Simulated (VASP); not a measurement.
# EuS (rocksalt type) (Fm-3m) in VASP: relaxation of cell and atoms with PBE

Aim: the relaxation of cell and atoms of EuS (rocksalt type) with PBE.

Everything below comes from runs of VASP 6.6.1. Logs are shortened: lines on timing, memory, paths and dates and some standing lists are left out, and cuts for length are marked.

### 1 The cell of the first run

It takes space group Fm-3m (No. 225, cubic). Conventional cell: a = 5.567 Å, b = 5.567 Å, c = 5.567 Å, α = 90.00°, β = 90.00°, γ = 90.00°. Within 3.7 Å of Eu (site symmetry m-3m) lie 6 S at 2.78 Å. S (site symmetry m-3m) has 6 Eu at 2.78 Å within 3.7 Å.

### 2 Relaxation of cell and atoms, PBE, collinear spin, ferromagnetic start

The input, INCAR:

```
SYSTEM = EuS
ALGO = Normal ; EDIFF = 1E-7
EDIFFG = -0.005 ; ENCUT = 600
GGA = PE ; GGA_COMPAT = .False.
IBRION = 2 ; ISIF = 3
ISMEAR = -1 ; ISPIN = 2
LASPH = .True. ; LCHARG = .False.
LMAXMIX = 6 ; LORBIT = 11
LREAL = .False. ; LWAVE = .False.
MAGMOM = 7 0 ; NELM = 200
NELMIN = 4 ; NSW = 100
PREC = Accurate ; SIGMA = 0.08
```

The input, KPOINTS:

```
k-points
0
Gamma
  10 10 10
  0 0 0
```

The input, POSCAR:

```
EuS
1.0
    0.0000000000      2.7833783903      2.7833783903
    2.7833783903      0.0000000000      2.7833783903
    2.7833783903      2.7833783903      0.0000000000
Eu S
1 1
Direct
    0.0000000000      0.0000000000      0.0000000000
    0.5000000000      0.5000000000      0.5000000000
```

Potentials or basis: VASP PAW PBE potentials, release 64 (Eu, S).

Run with:

```
cat potpaw_PBE.64/Eu/POTCAR potpaw_PBE.64/S/POTCAR > POTCAR
mpirun -np 1 vasp_std > vasp.out
```

OUTCAR:

```text
SYSTEM = EuS
   EDIFF = 1E-7
   EDIFFG = -0.005
   ENCUT = 600
   GGA = PE
   IBRION = 2
   ISIF = 3
   ISMEAR = -1
   ISPIN = 2
   LASPH = .True.
   LORBIT = 11
   LREAL = .False.
   NELM = 200
   NELMIN = 4
   NSW = 100
   PREC = Accurate

 ion  position               nearest neighbor table
   1  0.000  0.000  0.000-   2 2.78   2 2.78   2 2.78   2 2.78   2 2.78   2 2.78
   2  0.500  0.500  0.500-   1 2.78   1 2.78   1 2.78   1 2.78   1 2.78   1 2.78

  LATTYP: Found a face centered cubic cell.
 ALAT       =     5.5667567806

  Lattice vectors:

 A1 = (   0.0000000000,   2.7833783903,   2.7833783903)
 A2 = (   2.7833783903,   0.0000000000,   2.7833783903)
 A3 = (   2.7833783903,   2.7833783903,   0.0000000000)

Analysis of symmetry for initial positions (statically):
=====================================================================
 Subroutine PRICEL returns:
 Original cell was already a primitive cell.

 Routine SETGRP: Setting up the symmetry group for a
 face centered cubic supercell.

 Subroutine GETGRP returns: Found 48 space group operations
 (whereof 48 operations were pure point group operations)
 out of a pool of 48 trial point group operations.

The static configuration has the point symmetry O_h .

Analysis of symmetry for dynamics (positions and initial velocities):
=====================================================================
 Subroutine PRICEL returns:
 Original cell was already a primitive cell.

 Routine SETGRP: Setting up the symmetry group for a
 face centered cubic supercell.

 Subroutine GETGRP returns: Found 48 space group operations
 (whereof 48 operations were pure point group operations)
 out of a pool of 48 trial point group operations.

The dynamic configuration has the point symmetry O_h .

Analysis of structural, dynamic, and magnetic symmetry:
=====================================================================
 Subroutine PRICEL returns:
 Original cell was already a primitive cell.

 Routine SETGRP: Setting up the symmetry group for a
 face centered cubic supercell.

 Subroutine GETGRP returns: Found 48 space group operations
 (whereof 48 operations were pure point group operations)
 out of a pool of 48 trial point group operations.

The overall configuration has the point symmetry O_h .

 Subroutine INISYM returns: Found 48 space group operations
 (whereof 48 operations are pure point group operations),
 and found     1 'primitive' translations

[... 94 lines left out ...]
   EDIFF  = 0.1E-06   stopping-criterion for ELM
   LREAL  =      F    real-space projection
   EDIFFG = -.5E-02   stopping-criterion for IOM
   NSW    =    100    number of steps for IOM
   IBRION =      2    ionic relax: 0-MD 1-quasi-New 2-CG
   NFREE  =      1    steps in history (QN), initial steepest desc. (CG)
   ISIF   =      3    stress and relaxation
   ISYM   =      2    0-nonsym 1-usesym 2-fastsym
   POTIM  = 0.5000    time-step for ionic-motion
   TEBEG  =    0.0;   TEEND  =   0.0 temperature during run
   PSTRESS=    0.0 pullay stress
   NELECT =      23.0000    total number of electrons
   NUPDOWN=      -1.0000    fix difference up-down
   EMIN   =  10.00;   EMAX   =-10.00  energy-range for DOS
   EFERMI =   0.00;   METHOD = LEGACY
   ISMEAR =    -1;   SIGMA  =   0.08  broadening in eV -4-tet -1-fermi 0-gaus
   EFERMI_NEDOS =   21; number of points for ismear=-14 and -15
   IALGO  =     38    algorithm
   IMIX   =      4    mixing-type and parameters
     AMIX     =   0.40;   BMIX     =  1.00
     AMIX_MAG =   1.60;   BMIX_MAG =  1.00
  volume/ion in A,a.u.               =      21.56       145.52
  Fermi-wavevector in a.u.,A,eV,Ry     =   1.327604  2.508808 23.980706  1.762532
  Thomas-Fermi vector in A             =   2.456904
   LORBIT       =     11    0 simple, 1 ext, 2 COOP (PROOUT), +10 PAW based schemes
   GGA     = PE    functional components
   LHFCALC =     F    Hartree Fock is set to
   AEXX    =    0.0000 exact exchange contribution
   IVDW    =     0    specifies the selected vdW correction
   LEPSILON=     F    determine dielectric tensor
   LRPA    =     F    only Hartree local field effects (RPA)
 conjugate gradient relaxation of ions
 spin polarized calculation
  energy-cutoff  :      600.00
  volume of cell :       43.13
 maximum number of plane-waves:      1459
   NGX = 15   NGY = 15   NGZ = 15

--------------------------------------- Ionic step        1  -------------------------------------------

 number of electron      22.9999995 magnetization       6.8493987

 Free energy of the ion-electron system (eV)
  ---------------------------------------------------
  ext. energy  EPLUGINS =         0.00000000
  ---------------------------------------------------
  free energy    TOTEN  =       -19.74950858 eV

  energy without entropy =      -19.71083406  energy(sigma->0) =      -19.73017132

 E-fermi :   5.5670     XC(G=0): -10.6552

 val. band max:        5.5561751084   @ k =   0.1000   0.0000   0.0000
 cond. band min:       5.5997239133   @ k =   0.1000   0.1000   0.0000
 fundamental gap:      0.0435488049
 Fermi energy:         5.5669817389

 spin component 1

 k-point     1 :       0.0000    0.0000    0.0000
  band No.  band energies     occupation
      1     -35.7429      1.00000
      2     -14.3656      1.00000
      3     -14.3656      1.00000
      4     -14.3656      1.00000
      5      -8.4502      1.00000
      6       2.6720      1.00000
[... 1232 lines left out ...]
--------------------------------------- Ionic step        6  -------------------------------------------

 number of electron      22.9999994 magnetization       6.9402747

 Free energy of the ion-electron system (eV)
  ---------------------------------------------------
  ext. energy  EPLUGINS =         0.00000000
  ---------------------------------------------------
  free energy    TOTEN  =       -19.93911772 eV

  energy without entropy =      -19.90328439  energy(sigma->0) =      -19.92120105

 E-fermi :   4.6997     XC(G=0):  -9.9316

 val. band max:        4.6439200317   @ k =   0.5000   0.4000   0.0000
 cond. band min:       4.7188476455   @ k =   0.0000   0.0000   0.0000
 fundamental gap:      0.0749276138
 Fermi energy:         4.6996732050

 spin component 1

 k-point     1 :       0.0000    0.0000    0.0000
  band No.  band energies     occupation
      1     -36.8141      1.00000
      2     -15.4994      1.00000
      3     -15.4994      1.00000
      4     -15.4994      1.00000
      5      -8.9839      1.00000
      6       1.8381      1.00000
[... 1080 lines left out ...]
  FREE ENERGIE OF THE ION-ELECTRON SYSTEM (eV)
  ---------------------------------------------------
  free  energy   TOTEN  =       -19.9391177169 eV

  energy  without entropy=      -19.9032843864  energy(sigma->0) =      -19.92120105

 reached required accuracy - stopping structural energy minimisation

 total charge

# of ion       s       p       d       f       tot
--------------------------------------------------
    1        2.030   5.758   0.350   6.619  14.757
    2        1.317   2.448   0.000   0.000   3.765
--------------------------------------------------
tot          3.346   8.206   0.350   6.619  18.521

 magnetization (x)

# of ion       s       p       d       f       tot
--------------------------------------------------
    1       -0.014  -0.112   0.099   6.582   6.554
    2       -0.007  -0.066   0.000   0.000  -0.073
--------------------------------------------------
tot         -0.022  -0.178   0.099   6.582   6.481
```

OSZICAR:

```text
N       E                     dE             d eps       ncg     rms          rms(c)
DAV:   1     0.150982273521E+03    0.15098E+03   -0.99599E+03  4498   0.596E+03
DAV:   2     0.106302631578E+02   -0.14035E+03   -0.12497E+03  4528   0.366E+02
[... 127 lines left out ...]
DAV:   4    -0.199391183493E+02    0.72438E-05   -0.66223E-05  6367   0.136E-01    0.187E-02
DAV:   5    -0.199391176575E+02    0.69183E-06   -0.87102E-06  6510   0.401E-02    0.329E-02
DAV:   6    -0.199391177669E+02   -0.10949E-06   -0.23375E-07  4794   0.484E-03    0.390E-02
DAV:   7    -0.199391179982E+02   -0.23123E-06   -0.41383E-07  5398   0.655E-03    0.172E-02
DAV:   8    -0.199391176973E+02    0.30086E-06   -0.16408E-06  5870   0.701E-03    0.102E-02
DAV:   9    -0.199391177169E+02   -0.19636E-07   -0.14120E-07  4059   0.389E-03
   6 F= -.19939118E+02 E0= -.19921201E+02  d E =-.255439E-04  mag=     6.9403
```

CONTCAR:

```text
EuS
   1.00000000000000
     0.0000000000000000    2.9194437959558104    2.9194437959558104
     2.9194437959558104   -0.0000000000000000    2.9194437959558104
     2.9194437959558104    2.9194437959558104    0.0000000000000000
  Eu              S
     1     1
Direct
     0.0000000000000000    0.0000000000000000    0.0000000000000000
     0.5000000000000000    0.5000000000000000    0.5000000000000000

  0.00000000E+00  0.00000000E+00  0.00000000E+00
  0.00000000E+00  0.00000000E+00  0.00000000E+00
```

Run time: 21 min. Hardware: 1 thread of Oxide Virtual Turin-like, shared host; peak memory 0.24 GiB.

What came out:

| Property | Result |
| --- | --- |
| Free energy | -19.9391 eV |
| Relaxed volume | 24.88 Å³/atom |
| Relaxed cell | a = 4.129 Å, b = 4.129 Å, c = 4.129 Å, α = 60.00°, β = 60.00°, γ = 60.00° |
| Space group after relaxing (to 0.1 Å) | Fm-3m (No. 225) |
| Energy gained by relaxing | 94.8 meV/atom |
| Ionic steps | 6 |
| Pressure after relaxing | 0.0 GPa |
| Net moment | 6.94 μB per cell |
| Site moments | Eu +6.55; S -0.07 μB |
| Valence electrons inside the program's atomic spheres | Eu 14.76; S 3.77 |

The path:
| step | energy change (eV) | largest force (eV/Å) | pressure (GPa) | volume (Å³) |
| --- | --- | --- | --- | --- |
| 1 | 0.0000 | 0.0000 | 10.38 | 43.13 |
| 2 | -0.1674 | 0.0000 | -2.54 | 52.45 |
| 3 | -0.1896 | 0.0000 | 0.07 | 49.71 |
| 4 | -0.1896 | 0.0000 | -0.10 | 49.85 |
| 5 | -0.1896 | 0.0000 | 0.04 | 49.74 |
| 6 | -0.1896 | 0.0000 | -0.03 | 49.77 |

Final structure:
```yaml
crystal:
  lattice:
    - [0.00000, 2.91944, 2.91944]
    - [2.91944, 0.00000, 2.91944]
    - [2.91944, 2.91944, 0.00000]
  atoms:
    - { symbol: Eu, position: [0.00000, 0.00000, 0.00000] }
    - { symbol: S, position: [0.50000, 0.50000, 0.50000] }
```

Caveat: the volume moved by over 15 % at a fixed basis, so the end points are rough; spin-orbit coupling is left out, which moves the levels of the heavy elements; a cell with one magnetic atom can't hold antiferromagnetic order, which such compounds often take; semilocal functionals describe open f shells poorly, which spoils levels, moments and volumes.
